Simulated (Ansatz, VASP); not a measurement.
**One calculation of Cu, two programs**

```
CELL_PARAMETERS angstrom
-1.46982 1.46982 1.38016
1.46982 -1.46982 1.38016
1.46982 1.46982 -1.38016
ATOMIC_POSITIONS crystal
Cu 0.00000 0.00000 0.00000
```

Alike in both runs: task relaxation of cell and atoms; functional LDA; k mesh 16 × 16 × 16; occupations fermi-dirac, width 0.05 eV; no spin polarisation; Hubbard terms Cu d U = 5.0 eV.

```csv
,VASP,Ansatz
version,VASP 6.6.1,Ansatz 0.2.0
potentials or method,"VASP PAW LDA potentials, release 64 (Cu)","PAW with Ansatz's default frozen-core files, scalar-relativistic"
plane-wave cutoff (eV),600,420
valence electrons in the cell,11,19
```

```tsv
	VASP	Ansatz	Ansatz less VASP
relaxed volume (Å³/atom)	10.70	11.10	+0.397
relaxed cell length with the largest relative difference (Å)	2.411	2.439	+0.0287
```

LDA's correlation is that of Perdew and Zunger in VASP and of Perdew and Wang (1992) in Ansatz. The programs project onto different local orbitals, so the same U acts differently, and such runs can settle in different states. VASP's potentials hold 11 valence electrons a cell and Ansatz's 19, so a difference there can come from the potentials and not from the codes. Ansatz's warnings: filled band counts differ across k points.
